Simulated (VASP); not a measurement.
The system is Si2Ni.

```
Si Ni
1.0
     0.00000    2.69750    2.69750
     2.69750    0.00000    2.69750
     2.69750    2.69750    0.00000
Si Ni
2 1
Direct
  0.25000 0.25000 0.25000
  0.75000 0.75000 0.75000
  0.00000 0.00000 0.00000
```

- Program: VASP 6.6.1
- Task: relaxation of cell and atoms
- Functional: PBE
- Potentials or basis: VASP PAW PBE potentials, release 64 (Si, Ni)
- Cutoff: 600 eV
- k mesh: 14 × 14 × 14
- Occupations: gaussian, width 0.1 eV
- Spin: no spin polarisation

At the start: pressure 4.2 GPa; volume 13.09 Å³/atom.

Question: How do energy, volume and symmetry change on relaxing?

Answer: Over 7 steps the energy falls by 5.0 meV/atom and the volume is 13.47 Å³/atom (+2.9 %); space group Fm-3m (No. 225, to 0.1 Å) before and after.

Step by step:
```
step  energy change (eV)  largest force (eV/Å)  pressure (GPa)  volume (Å³)
   1              0.0000                0.0000            4.20        39.26
   2             -0.0072                0.0000           -2.96        41.24
   3             -0.0150                0.0000            0.10        40.41
   4             -0.0150                0.0000           -0.12        40.43
   5             -0.0150                0.0000            0.08        40.38
   6             -0.0150                0.0000            0.11        40.39
   7             -0.0150                0.0000           -0.04        40.41
```

Final structure:
```yaml
crystal:
  lattice:
    - [0.00000, 2.72362, 2.72362]
    - [2.72362, 0.00000, 2.72362]
    - [2.72362, 2.72362, 0.00000]
  atoms:
    - { symbol: Si, position: [0.25000, 0.25000, 0.25000] }
    - { symbol: Si, position: [0.75000, 0.75000, 0.75000] }
    - { symbol: Ni, position: [0.00000, 0.00000, 0.00000] }
```
